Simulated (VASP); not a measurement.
Here is a VASP 6.6.1 calculation.

The input INCAR:

```
  PREC = Accurate
  ENCUT = 520
  EDIFF = 1E-7
  ISMEAR = 0
  SIGMA = 0.15
  LREAL = F
  LASPH = T
  NELM = 100
  ALGO = Normal
  ISIF = 2
  LWAVE = F
  LCHARG = T
  LELF = T
  LVHAR = T
  NBANDS = 8
```

The input KPOINTS:

```
Automatic mesh
0
Gamma
  12 12 12
```

POSCAR

```
P
1.0
    4.2729048574     -0.0854580971      0.0000000000
   -0.0854580971      4.2729048574      0.0000000000
    0.0000000000      0.0000000000      4.3780000000
P
1
Direct
    0.0000000000      0.0000000000      0.0000000000
```

Potentials or basis: VASP PAW LDA potentials, release 64 (P).

The run is started by

```sh
$ cat potpaw_LDA.64/P/POTCAR > POTCAR
$ mpirun -np 1 vasp_std > vasp.out
```

Estimate the band gap on the k mesh.

zero (an odd number of electrons rules out a gap without spin polarisation).

Predict the pressure.

-4.1 GPa.

Stress tensor (GPa, compression positive):
```
-4.26  0.17  0.00
 0.17 -4.26  0.00
 0.00  0.00 -3.84
```

Caveat: the cell differs from its parent crystal (strain -0.0400 x Voigt [0, 0, 0, 0, 0, 1]); the cell stands under tension; the atoms stand far beyond bonding distance, and open shells without spin polarisation read as a metal.
